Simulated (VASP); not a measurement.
# K (P6_3/mmc) in VASP: notebook

The runs below take K through single point, with PBE.

All numbers are computed with VASP 6.6.1; they aren't measurements. Logs are shortened: lines on timing, memory, paths and dates and some standing lists are left out, and cuts for length are marked.

### Step 1. The cell of the first run

The structure is hexagonal, space group P6_3/mmc (No. 194). The conventional cell has a = 4.698 Å, b = 4.698 Å, c = 7.766 Å, α = 90.00°, β = 90.00°, γ = 120.00°.

This isn't the form of K at room conditions, which is bcc.

### Step 2. Single point, PBE

Contents of INCAR:

```
SYSTEM = K
PREC = Accurate
ENCUT = 520
EDIFF = 1E-7
ISMEAR = -1
SIGMA = 0.05
LREAL = .False.
LASPH = .True.
NELM = 60
ALGO = Normal
ISIF = 2
LWAVE = .False.
LCHARG = .False.
GGA = PE
NBANDS = 26
```

Contents of KPOINTS:

```
regular mesh
0
Gamma
  4 5 7
  0 0 0
```

Contents of POSCAR:

```
K
1.0
    0.0000000000      8.1375084180      0.0000000000
    0.0000000000      0.0000000000      7.7663174960
    4.6981926756      0.0000000000      0.0000000000
K
4
Direct
    0.3333333330      0.2500000000      0.0000000000
    0.8333333330      0.2500000000      0.5000000000
    0.1666666670      0.7500000000      0.5000000000
    0.6666666670      0.7500000000      0.0000000000
```

Potentials or basis: VASP PAW PBE potentials, release 64 (K_sv).

The run is started by

```sh
> cat potpaw_PBE.64/K_sv/POTCAR > POTCAR
> mpirun -np 1 vasp_std > vasp.out
```

OUTCAR:

```text
SYSTEM = K
   PREC = Accurate
   ENCUT = 520
   EDIFF = 1E-7
   ISMEAR = -1
   LREAL = .False.
   LASPH = .True.
   NELM = 60
   ISIF = 2
   GGA = PE

 ion  position               nearest neighbor table
   1  0.333  0.250  0.000-
   2  0.833  0.250  0.500-
   3  0.167  0.750  0.500-
   4  0.667  0.750  0.000-

  LATTYP: Found a simple orthorhombic cell.
 ALAT       =     4.6981926756
 B/A-ratio  =     1.6530436345
 C/A-ratio  =     1.7320508076

  Lattice vectors:

 A1 = (  -4.6981926756,   0.0000000000,   0.0000000000)
 A2 = (   0.0000000000,   0.0000000000,   7.7663174960)
 A3 = (   0.0000000000,   8.1375084180,   0.0000000000)

Analysis of symmetry for initial positions (statically):
=====================================================================
 Subroutine PRICEL returns following result:

  LATTYP: Found a hexagonal cell.
 ALAT       =     4.6981926756
 C/A-ratio  =     1.6530436345

  Lattice vectors:

 A1 = (   2.3490963378,  -4.0687542090,   0.0000000000)
 A2 = (   2.3490963378,   4.0687542090,   0.0000000000)
 A3 = (   0.0000000000,   0.0000000000,   7.7663174960)

   2 primitive cells build up your supercell.

 Routine SETGRP: Setting up the symmetry group for a
 simple orthorhombic supercell.

 Subroutine GETGRP returns: Found  8 space group operations
 (whereof  4 operations were pure point group operations)
 out of a pool of  8 trial point group operations.

The static configuration has the point symmetry C_2h.
 The point group associated with its full space group is D_2h.

Analysis of symmetry for dynamics (positions and initial velocities):
=====================================================================
 Subroutine PRICEL returns following result:

  LATTYP: Found a hexagonal cell.
 ALAT       =     4.6981926756
 C/A-ratio  =     1.6530436345

  Lattice vectors:

 A1 = (   2.3490963378,  -4.0687542090,   0.0000000000)
 A2 = (   2.3490963378,   4.0687542090,   0.0000000000)
 A3 = (   0.0000000000,   0.0000000000,   7.7663174960)

   2 primitive cells build up your supercell.

 Routine SETGRP: Setting up the symmetry group for a
 simple orthorhombic supercell.

 Subroutine GETGRP returns: Found  8 space group operations
 (whereof  4 operations were pure point group operations)
 out of a pool of  8 trial point group operations.

The dynamic configuration has the point symmetry C_2h.
 The point group associated with its full space group is D_2h.

 Subroutine INISYM returns: Found  8 space group operations
 (whereof  4 operations are pure point group operations),
 and found     2 'primitive' translations

----------------------------------------------------------------------------------------

                                     Primitive cell

  volume of cell :     148.4593

  direct lattice vectors                    reciprocal lattice vectors
     2.349096338 -4.068754209  0.000000000     0.212847805 -0.122887738  0.000000000
     2.349096338  4.068754209  0.000000000     0.212847805  0.122887738  0.000000000
     0.000000000  0.000000000  7.766317496     0.000000000  0.000000000  0.128761154

  length of vectors
     4.698192676  4.698192676  7.766317496     0.245775475  0.245775475  0.128761154

  position of ions in fractional coordinates (direct lattice)
     0.666666667  0.333333333  0.250000000
     0.333333333  0.666666667  0.750000000

  ion indices of the primitive-cell ions
   primitive index   ion index
                 1           1
                 2           4

----------------------------------------------------------------------------------------

 KPOINTS: regular mesh

Automatic generation of k-mesh.
 Grid dimensions read from file:
 generate k-points for:    4    5    7

 Generating k-lattice:

  Cartesian coordinates                     Fractional coordinates (reciprocal lattice)
     0.000000000  0.030721934  0.000000000     0.250000000  0.000000000  0.000000000
     0.000000000  0.000000000  0.025752231     0.000000000  0.200000000  0.000000000
     0.030406829  0.000000000  0.000000000     0.000000000  0.000000000  0.142857143

  Length of vectors
     0.030721934  0.025752231  0.030406829

  Shift w.r.t. Gamma in fractional coordinates (k-lattice)
     0.000000000  0.000000000  0.000000000

 Subroutine IBZKPT returns following result:
 ===========================================

 Found     36 irreducible k-points:

 Following reciprocal coordinates:
            Coordinates               Weight
  0.000000  0.000000  0.000000      1.000000
  0.250000  0.000000  0.000000      2.000000
  0.500000  0.000000  0.000000      1.000000
  0.000000  0.200000  0.000000      2.000000
  0.250000  0.200000  0.000000      4.000000
  0.500000  0.200000  0.000000      2.000000
[... 16 lines left out ...]
  0.250000  0.200000  0.285714      8.000000
  0.500000  0.200000  0.285714      4.000000
 [... further k-points ...]
   k-points           NKPTS =     36   k-points in BZ     NKDIM =     36   number of bands    NBANDS=     26
   number of dos      NEDOS =    301   number of ions     NIONS =      4
   total plane-waves  NPLWV = 138240
   dimension x,y,z NGX =    64 NGY =   60 NGZ =   36
   dimension x,y,z NGXF=   128 NGYF=  120 NGZF=   72
   ions per type =               4
   NGX,Y,Z   is equivalent  to a cutoff of  13.07, 12.84, 12.74 a.u.
   NGXF,Y,Z  is equivalent  to a cutoff of  26.15, 25.69, 25.48 a.u.
 SYSTEM =  K
   PREC   = accura    normal or accurate (medium, high low for compatibility)
   ISTART =      0    job   : 0-new  1-cont  2-samecut
   ICHARG =      2    charge: 1-file 2-atom 10-const
   ISPIN  =      1    spin polarized calculation?
   LNONCOLLINEAR =      F non collinear calculations
   LSORBIT =      F    spin-orbit coupling
   LASPH  =      T    aspherical Exc in radial PAW
   ENCUT  =  520.0 eV  38.22 Ry    6.18 a.u.  15.13 14.44  8.74*2*pi/ulx,y,z
   NELM   =     60;   NELMIN=  2; NELMDL= -5     # of ELM steps
   EDIFF  = 0.1E-06   stopping-criterion for ELM
   LREAL  =      F    real-space projection
   EDIFFG = 0.1E-05   stopping-criterion for IOM
   NSW    =      0    number of steps for IOM
   IBRION =     -1    ionic relax: 0-MD 1-quasi-New 2-CG
   NFREE  =      0    steps in history (QN), initial steepest desc. (CG)
   ISIF   =      2    stress and relaxation
   ISYM   =      2    0-nonsym 1-usesym 2-fastsym
   POTIM  = 0.5000    time-step for ionic-motion
   TEBEG  =    0.0;   TEEND  =   0.0 temperature during run
   PSTRESS=    0.0 pullay stress
   NELECT =      36.0000    total number of electrons
   NUPDOWN=      -1.0000    fix difference up-down
   EMIN   =  10.00;   EMAX   =-10.00  energy-range for DOS
   EFERMI =   0.00;   METHOD = LEGACY
   ISMEAR =    -1;   SIGMA  =   0.05  broadening in eV -4-tet -1-fermi 0-gaus
   EFERMI_NEDOS =   21; number of points for ismear=-14 and -15
   IALGO  =     38    algorithm
   IMIX   =      4    mixing-type and parameters
     AMIX     =   0.40;   BMIX     =  1.00
     AMIX_MAG =   1.60;   BMIX_MAG =  1.00
  volume/ion in A,a.u.               =      74.23       500.93
  Fermi-wavevector in a.u.,A,eV,Ry     =   0.810270  1.531189  8.932739  0.656538
  Thomas-Fermi vector in A             =   1.919415
   LORBIT       =      0    0 simple, 1 ext, 2 COOP (PROOUT), +10 PAW based schemes
   GGA     = PE    functional components
   LHFCALC =     F    Hartree Fock is set to
   AEXX    =    0.0000 exact exchange contribution
   IVDW    =     0    specifies the selected vdW correction
   LEPSILON=     F    determine dielectric tensor
   LRPA    =     F    only Hartree local field effects (RPA)
 non-spin polarized calculation
  energy-cutoff  :      520.00
  volume of cell :      296.92
 maximum number of plane-waves:      8032
 NGX is ok and might be reduce to    64
   NGX = 31   NGY = 29   NGZ = 17

 number of electron      35.9999999 magnetization

 Free energy of the ion-electron system (eV)
  ---------------------------------------------------
  ext. energy  EPLUGINS =         0.00000000
  ---------------------------------------------------
  free energy    TOTEN  =        -4.21580194 eV

  energy without entropy =       -4.19688650  energy(sigma->0) =       -4.20634422

 E-fermi :  -0.1046     XC(G=0):  -5.6283

 val. band max:       -0.1680516983   @ k =   0.5000   0.4000   0.2857
 cond. band min:      -0.0466133893   @ k =   0.0000   0.4000   0.4286
 fundamental gap:      0.1214383090
 Fermi energy:        -0.1046212652

 k-point     1 :       0.0000    0.0000    0.0000
  band No.  band energies     occupation
      1     -32.2720      2.00000
      2     -32.2686      2.00000
      3     -32.2684      2.00000
      4     -32.2673      2.00000
      5     -15.7852      2.00000
      6     -15.7827      2.00000
[... 18 lines left out ...]
     25       2.5668      0.00000
     26       3.8857      0.00000

 k-point     2 :       0.2500    0.0000    0.0000
  band No.  band energies     occupation
      1     -32.2715      2.00000
      2     -32.2690      2.00000
      3     -32.2684      2.00000
      4     -32.2674      2.00000
      5     -15.7821      2.00000
      6     -15.7751      2.00000
[... 18 lines left out ...]
     25       2.7529      0.00000
     26       3.3128      0.00000

 k-point     3 :       0.5000    0.0000    0.0000
  band No.  band energies     occupation
      1     -32.2703      2.00000
      2     -32.2703      2.00000
      3     -32.2678      2.00000
      4     -32.2678      2.00000
      5     -15.7737      2.00000
      6     -15.7737      2.00000
[... 572 lines left out ...]
 k-point    23 :       0.2500    0.2000    0.2857
  band No.  band energies     occupation
      1     -32.2698      2.00000
      2     -32.2681      2.00000
      3     -32.2679      2.00000
      4     -32.2673      2.00000
      5     -15.7746      2.00000
      6     -15.7722      2.00000
[... 18 lines left out ...]
     25       2.4330      0.00000
     26       2.7110      0.00000

 k-point    24 :       0.5000    0.2000    0.2857
  band No.  band energies     occupation
      1     -32.2690      2.00000
      2     -32.2690      2.00000
      3     -32.2676      2.00000
      4     -32.2676      2.00000
      5     -15.7746      2.00000
      6     -15.7746      2.00000
[... 18 lines left out ...]
     25       2.6104      0.00000
     26       2.6104      0.00000

 [... further k-points ...]

------------------------ aborting loop because EDIFF is reached ----------------------------------------

  FORCE on cell =-STRESS in cart. coord.  units (eV):
  Direction    XX          YY          ZZ          XY          YZ          ZX
  --------------------------------------------------------------------------------------
  -------------------------------------------------------------------------------------
  Total       -0.0298320      0.0139190     -0.1279316      0.0000000      0.0000000      0.0000000
  in kB       -0.1609740      0.0751070     -0.6903211      0.0000000      0.0000000      0.0000000
  external PRESSURE =      -0.2587294 kB  Pullay stress =       0.0000000 kB

 VOLUME and BASIS-vectors are now :
 -----------------------------------------------------------------------------
  energy-cutoff  :      520.00
  volume of cell :      296.92
      direct lattice vectors                 reciprocal lattice vectors
     0.000000000  8.137508418  0.000000000     0.000000000  0.122887738  0.000000000
     0.000000000  0.000000000  7.766317496     0.000000000  0.000000000  0.128761154
     4.698192676  0.000000000  0.000000000     0.212847805  0.000000000  0.000000000

 POSITION                                       TOTAL-FORCE (eV/Angst)
 -----------------------------------------------------------------------------------
      0.00000      2.71250      1.94158         0.000000      0.000416      0.000000
      2.34910      6.78126      1.94158         0.000000      0.000416      0.000000
      2.34910      1.35625      5.82474        -0.000000     -0.000416     -0.000000
      0.00000      5.42501      5.82474        -0.000000     -0.000416     -0.000000
 -----------------------------------------------------------------------------------
    total drift:                               -0.000000      0.000000      0.000000

  FREE ENERGIE OF THE ION-ELECTRON SYSTEM (eV)
  ---------------------------------------------------
  free  energy   TOTEN  =        -4.2158019404 eV

  energy  without entropy=       -4.1968864958  energy(sigma->0) =       -4.20634422
```

It took 2.8 min on 1 thread of Intel Xeon Platinum 8488C (Sapphire Rapids), shared host; peak memory 0.48 GiB.

Results:

```
Free energy            : -4.2158 eV
Pressure               : 0.0 GPa
Band gap on the k mesh : zero (bands 18 and 19 overlap by 1.24 eV)
```

Levels at points of the mesh, in eV from the Fermi level:
```tsv
k point	band 14	band 15	band 16	band 17	band 18	band 19	band 20	band 21	band 22	band 23
(0.00, 0.00, 0.00)	-15.62	-15.62	-15.62	-2.18	0.11	0.23	0.25	0.48	1.60	1.94
(0.50, 0.00, 0.00)	-15.62	-15.62	-15.62	-1.54	-1.54	0.81	0.81	0.89	0.89	2.40
```

### Step 3. Single point, PBE

Contents of INCAR:

```
PREC = Accurate
ENCUT = 520
EDIFF = 1E-7
ISMEAR = -1
SIGMA = 0.05
LREAL = F
LASPH = T
NELM = 60
ALGO = Normal
ISIF = 2
LWAVE = F
LCHARG = F
GGA = PE
NBANDS = 26
```

Contents of KPOINTS:

```
regular mesh
0
Gamma
  4 5 7
```

POSCAR is that of step 2.

Potentials or basis: VASP PAW PBE potentials, release 64 (K_sv).

The run is started by

```sh
> cat potpaw_PBE.64/K_sv/POTCAR > POTCAR
> mpirun -np 1 vasp_std > vasp.out
```

OUTCAR:

```text
PREC = Accurate
   ENCUT = 520
   EDIFF = 1E-7
   ISMEAR = -1
   LREAL = F
   LASPH = T
   NELM = 60
   ISIF = 2
   GGA = PE

 ion  position               nearest neighbor table
   1  0.333  0.250  0.000-
   2  0.833  0.250  0.500-
   3  0.167  0.750  0.500-
   4  0.667  0.750  0.000-

  LATTYP: Found a simple orthorhombic cell.
 ALAT       =     4.6981926756
 B/A-ratio  =     1.6530436345
[... 912 lines left out ...]

  FORCE on cell =-STRESS in cart. coord.  units (eV):
  Direction    XX          YY          ZZ          XY          YZ          ZX
  --------------------------------------------------------------------------------------
  -------------------------------------------------------------------------------------
  Total       -0.0298320      0.0139190     -0.1279316      0.0000000      0.0000000      0.0000000
  in kB       -0.1609740      0.0751070     -0.6903211      0.0000000      0.0000000      0.0000000
  external PRESSURE =      -0.2587294 kB  Pullay stress =       0.0000000 kB

 VOLUME and BASIS-vectors are now :
 -----------------------------------------------------------------------------
  energy-cutoff  :      520.00
  volume of cell :      296.92
      direct lattice vectors                 reciprocal lattice vectors
     0.000000000  8.137508418  0.000000000     0.000000000  0.122887738  0.000000000
     0.000000000  0.000000000  7.766317496     0.000000000  0.000000000  0.128761154
     4.698192676  0.000000000  0.000000000     0.212847805  0.000000000  0.000000000

 POSITION                                       TOTAL-FORCE (eV/Angst)
 -----------------------------------------------------------------------------------
      0.00000      2.71250      1.94158         0.000000      0.000416      0.000000
      2.34910      6.78126      1.94158         0.000000      0.000416      0.000000
      2.34910      1.35625      5.82474        -0.000000     -0.000416     -0.000000
      0.00000      5.42501      5.82474        -0.000000     -0.000416     -0.000000
 -----------------------------------------------------------------------------------
    total drift:                               -0.000000      0.000000      0.000000

  FREE ENERGIE OF THE ION-ELECTRON SYSTEM (eV)
  ---------------------------------------------------
  free  energy   TOTEN  =        -4.2158019404 eV

  energy  without entropy=       -4.1968864958  energy(sigma->0) =       -4.20634422
```

OSZICAR:

```text
N       E                     dE             d eps       ncg     rms          rms(c)
DAV:   1     0.256892587537E+03    0.25689E+03   -0.15188E+04  1904   0.110E+03
DAV:   2     0.174913424245E+02   -0.23940E+03   -0.23601E+03  2202   0.320E+02
DAV:   3    -0.312509308267E+01   -0.20616E+02   -0.20457E+02  2906   0.688E+01
DAV:   4    -0.416067575325E+01   -0.10356E+01   -0.10316E+01  2572   0.150E+01
DAV:   5    -0.421256836552E+01   -0.51893E-01   -0.51881E-01  2808   0.269E+00    0.391E+00
DAV:   6    -0.421394816499E+01   -0.13798E-02   -0.14496E-02  2410   0.620E-01    0.241E+00
DAV:   7    -0.421549492592E+01   -0.15468E-02   -0.11433E-02  2766   0.519E-01    0.109E-01
DAV:   8    -0.421575867851E+01   -0.26375E-03   -0.10448E-03  2418   0.209E-01    0.542E-02
DAV:   9    -0.421579119995E+01   -0.32521E-04   -0.43294E-05  2934   0.287E-02    0.247E-02
DAV:  10    -0.421580186379E+01   -0.10664E-04   -0.22697E-05  2150   0.252E-02    0.364E-03
DAV:  11    -0.421580284082E+01   -0.97702E-06   -0.82260E-07  2280   0.667E-03    0.253E-03
DAV:  12    -0.421580191639E+01    0.92442E-06   -0.92061E-08  1604   0.180E-03    0.279E-04
DAV:  13    -0.421580194036E+01   -0.23966E-07   -0.76903E-09  1164   0.710E-04
   1 F= -.42158019E+01 E0= -.42063442E+01  d E =-.189154E-01
```

stdout:

```text
POSCAR found type information on POSCAR K
 POSCAR found :  1 types and       4 ions
 scaLAPACK will be used
 LDA part: xc-table for (Slater+PW92), standard interpolation
 POSCAR, INCAR and KPOINTS ok, starting setup
 FFT: planning ... GRIDC
 FFT: planning ... GRID_SOFT
 FFT: planning ... GRID
 WAVECAR not read
 entering main loop
```

Run time: 2.7 min. Hardware: 1 thread of Intel Xeon Platinum 8488C (Sapphire Rapids), shared host; peak memory 0.48 GiB.

What came out:

* Free energy: -4.2158 eV
* Pressure: 0.0 GPa
* Band gap on the k mesh: zero (bands 18 and 19 overlap by 1.24 eV)

Levels at points of the mesh, in eV from the Fermi level:
```tsv
k point	band 14	band 15	band 16	band 17	band 18	band 19	band 20	band 21	band 22	band 23
(0.00, 0.00, 0.00)	-15.62	-15.62	-15.62	-2.18	0.11	0.23	0.25	0.48	1.60	1.94
(0.50, 0.00, 0.00)	-15.62	-15.62	-15.62	-1.54	-1.54	0.81	0.81	0.89	0.89	2.40
```

The gap in the log of VASP goes by the Fermi energy; the results here count the filled bands.